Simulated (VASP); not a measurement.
# MgCd3Se4 (Pm-3m) in VASP: single point with PBE

Aim: the single point of MgCd3Se4 with PBE.

All numbers are computed with VASP 6.6.1; they aren't measurements. Logs are shortened: lines on timing, memory, paths and dates and some standing lists are left out, and cuts for length are marked.

### 1 The cell of the first run

It takes space group Pm-3m (No. 221, cubic). Conventional cell: a = 5.693 Å, b = 5.693 Å, c = 5.693 Å, α = 90.00°, β = 90.00°, γ = 90.00°. Within 3.8 Å of Mg (site symmetry m-3m) lie 6 Se at 2.85 Å. Within 3.8 Å of Cd (site symmetry 4/mmm) lie 6 Se at 2.85 Å. Se (site symmetry 4/mmm) has 2 Mg at 2.85 Å and 4 Cd at 2.85 Å within 3.8 Å. Se (site symmetry m-3m) has 6 Cd at 2.85 Å within 3.8 Å.

### 2 Single point, PBE

Contents of INCAR:

```
PREC     = Accurate       # precision mode
ENCUT    = 520            # plane-wave cutoff, eV
EDIFF    = 1E-7           # SCF threshold, eV
ISMEAR   = 0              # smearing method
SIGMA    = 0.1            # smearing width, eV
LREAL    = F              # projectors in reciprocal space
LASPH    = T              # aspherical terms in the spheres
NELM     = 100            # most SCF steps
ALGO     = Normal         # electronic algorithm
ISIF     = 2              # what is computed and relaxed
LWAVE    = F              # write WAVECAR
LCHARG   = T              # write CHGCAR
GGA      = PE             # functional
LELF     = T              # ELF
LVHAR    = T            
NBANDS   = 41             # bands
```

Contents of KPOINTS:

```
Automatic mesh
0
Gamma
  8 8 8
```

Contents of POSCAR:

```
MgCd3Se4
1.0
    5.6925020383      0.0000000000      0.0000000000
    0.0000000000      5.6925020383      0.0000000000
    0.0000000000      0.0000000000      5.6925020383
Mg Cd Se
1 3 4
Direct
    0.0000000000      0.0000000000      0.0000000000
    0.5000000000      0.0000000000      0.5000000000
    0.5000000000      0.5000000000      0.0000000000
    0.0000000000      0.5000000000      0.5000000000
    0.0000000000      0.5000000000      0.0000000000
    0.5000000000      0.5000000000      0.5000000000
    0.0000000000      0.0000000000      0.5000000000
    0.5000000000      0.0000000000      0.0000000000
```

Potentials or basis: VASP PAW PBE potentials, release 64 (Mg, Cd, Se).

Run with:

```sh
$ cat potpaw_PBE.64/Mg/POTCAR potpaw_PBE.64/Cd/POTCAR potpaw_PBE.64/Se/POTCAR > POTCAR
$ mpirun -np 1 vasp_std > vasp.out
```

OUTCAR:

```text
PREC = Accurate
   ENCUT = 520
   EDIFF = 1E-7
   ISMEAR = 0
   LREAL = F
   LASPH = T
   NELM = 100
   ISIF = 2
   GGA = PE

 ion  position               nearest neighbor table
   1  0.000  0.000  0.000-   5 2.85   7 2.85   8 2.85   7 2.85   5 2.85   8 2.85
   2  0.500  0.000  0.500-   6 2.85   7 2.85   8 2.85   8 2.85   6 2.85   7 2.85
   3  0.500  0.500  0.000-   5 2.85   6 2.85   8 2.85   6 2.85   8 2.85   5 2.85
   4  0.000  0.500  0.500-   5 2.85   6 2.85   7 2.85   5 2.85   7 2.85   6 2.85
   5  0.000  0.500  0.000-   1 2.85   3 2.85   4 2.85   4 2.85   1 2.85   3 2.85
   6  0.500  0.500  0.500-   2 2.85   3 2.85   4 2.85   3 2.85   2 2.85   4 2.85
   7  0.000  0.000  0.500-   1 2.85   2 2.85   4 2.85   1 2.85   4 2.85   2 2.85
   8  0.500  0.000  0.000-   1 2.85   2 2.85   3 2.85   2 2.85   3 2.85   1 2.85

  LATTYP: Found a simple cubic cell.
 ALAT       =     5.6925020383

  Lattice vectors:

 A1 = (   5.6925020383,   0.0000000000,   0.0000000000)
 A2 = (   0.0000000000,   5.6925020383,   0.0000000000)
 A3 = (   0.0000000000,   0.0000000000,   5.6925020383)

Analysis of symmetry for initial positions (statically):
=====================================================================
 Subroutine PRICEL returns:
 Original cell was already a primitive cell.

 Routine SETGRP: Setting up the symmetry group for a
 simple cubic supercell.

 Subroutine GETGRP returns: Found 48 space group operations
 (whereof 48 operations were pure point group operations)
 out of a pool of 48 trial point group operations.

The static configuration has the point symmetry O_h .

Analysis of symmetry for dynamics (positions and initial velocities):
=====================================================================
 Subroutine PRICEL returns:
 Original cell was already a primitive cell.

 Routine SETGRP: Setting up the symmetry group for a
 simple cubic supercell.

 Subroutine GETGRP returns: Found 48 space group operations
 (whereof 48 operations were pure point group operations)
 out of a pool of 48 trial point group operations.

The dynamic configuration has the point symmetry O_h .

 Subroutine INISYM returns: Found 48 space group operations
 (whereof 48 operations are pure point group operations),
 and found     1 'primitive' translations

----------------------------------------------------------------------------------------

                                     Primitive cell

  volume of cell :     184.4631

  direct lattice vectors                    reciprocal lattice vectors
     5.692502038  0.000000000  0.000000000     0.175669678  0.000000000  0.000000000
     0.000000000  5.692502038  0.000000000     0.000000000  0.175669678  0.000000000
[... 109 lines left out ...]
   NUPDOWN=      -1.0000    fix difference up-down
   EMIN   =  10.00;   EMAX   =-10.00  energy-range for DOS
   EFERMI =   0.00;   METHOD = LEGACY
   ISMEAR =     0;   SIGMA  =   0.10  broadening in eV -4-tet -1-fermi 0-gaus
   EFERMI_NEDOS =   21; number of points for ismear=-14 and -15
   IALGO  =     38    algorithm
   IMIX   =      4    mixing-type and parameters
     AMIX     =   0.40;   BMIX     =  1.00
     AMIX_MAG =   1.60;   BMIX_MAG =  1.00
  volume/ion in A,a.u.               =      23.06       155.60
  Fermi-wavevector in a.u.,A,eV,Ry     =   1.138244  2.150970 17.627713  1.295600
  Thomas-Fermi vector in A             =   2.274949
   LORBIT       =      0    0 simple, 1 ext, 2 COOP (PROOUT), +10 PAW based schemes
   GGA     = PE    functional components
   LHFCALC =     F    Hartree Fock is set to
   AEXX    =    0.0000 exact exchange contribution
   IVDW    =     0    specifies the selected vdW correction
   LEPSILON=     F    determine dielectric tensor
   LRPA    =     F    only Hartree local field effects (RPA)
 non-spin polarized calculation
 Gauss-broadening in eV      SIGMA  =   0.10
  energy-cutoff  :      520.00
  volume of cell :      184.46
 maximum number of plane-waves:      4985
   NGX = 21   NGY = 21   NGZ = 21

 number of electron      61.9999982 magnetization

 Free energy of the ion-electron system (eV)
  ---------------------------------------------------
  ext. energy  EPLUGINS =         0.00000000
  ---------------------------------------------------
  free energy    TOTEN  =       -22.98606786 eV

  energy without entropy =      -22.98081199  energy(sigma->0) =      -22.98343992

 E-fermi :   2.5599     XC(G=0):  -9.8479

 val. band max:        2.5429124271   @ k =   0.5000   0.5000   0.5000
 cond. band min:       2.5773541694   @ k =   0.0000   0.0000   0.0000
 fundamental gap:      0.0344417422
 Fermi energy:         2.5598693256

 k-point     1 :       0.0000    0.0000    0.0000
  band No.  band energies     occupation
      1     -10.4286      2.00000
      2      -9.6426      2.00000
      3      -9.5043      2.00000
      4      -9.5043      2.00000
      5      -5.4704      2.00000
      6      -5.4704      2.00000
[... 1045 lines left out ...]
     40       8.9129      0.00000
     41       8.9152      0.00000

 [... further k-points ...]

------------------------ aborting loop because EDIFF is reached ----------------------------------------

  FORCE on cell =-STRESS in cart. coord.  units (eV):
  Direction    XX          YY          ZZ          XY          YZ          ZX
  --------------------------------------------------------------------------------------
  -------------------------------------------------------------------------------------
  Total        0.2421599      0.2421599      0.2421599      0.0000000      0.0000000      0.0000000
  in kB        2.1033095      2.1033095      2.1033095      0.0000000      0.0000000      0.0000000
  external PRESSURE =       2.1033095 kB  Pullay stress =       0.0000000 kB

 VOLUME and BASIS-vectors are now :
 -----------------------------------------------------------------------------
  energy-cutoff  :      520.00
  volume of cell :      184.46
      direct lattice vectors                 reciprocal lattice vectors
     5.692502038  0.000000000  0.000000000     0.175669678  0.000000000  0.000000000
     0.000000000  5.692502038  0.000000000     0.000000000  0.175669678  0.000000000
     0.000000000  0.000000000  5.692502038     0.000000000  0.000000000  0.175669678

 POSITION                                       TOTAL-FORCE (eV/Angst)
 -----------------------------------------------------------------------------------
      0.00000      0.00000      0.00000         0.000000      0.000000      0.000000
      2.84625      0.00000      2.84625         0.000000      0.000000      0.000000
      2.84625      2.84625      0.00000         0.000000      0.000000      0.000000
      0.00000      2.84625      2.84625         0.000000      0.000000      0.000000
      0.00000      2.84625      0.00000         0.000000      0.000000      0.000000
      2.84625      2.84625      2.84625         0.000000      0.000000      0.000000
      0.00000      0.00000      2.84625         0.000000      0.000000      0.000000
      2.84625      0.00000      0.00000         0.000000      0.000000      0.000000
 -----------------------------------------------------------------------------------
    total drift:                                0.000000     -0.000000     -0.000000

  FREE ENERGIE OF THE ION-ELECTRON SYSTEM (eV)
  ---------------------------------------------------
  free  energy   TOTEN  =       -22.9860678576 eV

  energy  without entropy=      -22.9808119905  energy(sigma->0) =      -22.98343992
```

OSZICAR:

```text
N       E                     dE             d eps       ncg     rms          rms(c)
DAV:   1     0.411159171427E+03    0.41116E+03   -0.28806E+04  2894   0.136E+03
DAV:   2     0.299581374347E+01   -0.40816E+03   -0.38908E+03  3188   0.324E+02
DAV:   3    -0.243493082353E+02   -0.27345E+02   -0.27052E+02  3417   0.818E+01
DAV:   4    -0.246577296469E+02   -0.30842E+00   -0.30813E+00  3258   0.817E+00
DAV:   5    -0.246605684609E+02   -0.28388E-02   -0.28382E-02  3528   0.689E-01    0.102E+01
DAV:   6    -0.230977610310E+02    0.15628E+01   -0.30482E+00  3387   0.124E+01    0.859E+00
DAV:   7    -0.229909622267E+02    0.10680E+00   -0.10604E+00  3392   0.421E+00    0.390E+00
DAV:   8    -0.229880617873E+02    0.29004E-02   -0.97259E-02  3096   0.247E+00    0.526E-01
DAV:   9    -0.229862157539E+02    0.18460E-02   -0.18740E-02  3357   0.116E+00    0.107E-01
DAV:  10    -0.229860088595E+02    0.20689E-03   -0.17328E-03  3242   0.366E-01    0.821E-02
DAV:  11    -0.229861413182E+02   -0.13246E-03   -0.58673E-04  3372   0.121E-01    0.400E-02
DAV:  12    -0.229860668405E+02    0.74478E-04   -0.32043E-04  3217   0.111E-01    0.892E-03
DAV:  13    -0.229860678704E+02   -0.10299E-05   -0.22022E-05  3224   0.248E-02    0.375E-03
DAV:  14    -0.229860680268E+02   -0.15644E-06   -0.37200E-07  3202   0.423E-03    0.160E-03
DAV:  15    -0.229860678641E+02    0.16271E-06   -0.26716E-07  2575   0.345E-03    0.953E-04
DAV:  16    -0.229860678576E+02    0.65193E-08   -0.28456E-08  1829   0.109E-03
   1 F= -.22986068E+02 E0= -.22983440E+02  d E =-.525587E-02
```

Run time: 1.9 min. Hardware: 1 thread of Intel Xeon 6975P-C (Granite Rapids), shared host; peak memory 0.39 GiB.

Results:

```yaml
Free_energy: -22.9861 eV
Pressure: 0.2 GPa
Band_gap_on_the_k_mesh: zero (band 31 reaches 2.54 eV, above the bottom of band 32 at 2.10 eV)
```

Levels at points of the mesh, in eV from the Fermi level:
| k point | band 28 | band 29 | band 30 | band 31 | band 32 | band 33 | band 34 | band 35 |
| --- | --- | --- | --- | --- | --- | --- | --- | --- |
| (0.00, 0.00, 0.00) | -2.07 | -0.60 | -0.60 | -0.60 | -0.46 | -0.46 | 0.02 | 1.18 |
| (0.50, 0.00, 0.00) | -1.43 | -1.43 | -1.32 | -1.32 | 2.48 | 2.64 | 3.02 | 3.40 |
| (0.50, 0.50, 0.00) | -1.02 | -0.17 | -0.17 | -0.17 | 3.67 | 3.79 | 3.79 | 4.03 |
| (0.50, 0.50, 0.50) | -0.09 | -0.02 | -0.02 | -0.02 | 3.01 | 3.07 | 3.07 | 3.07 |
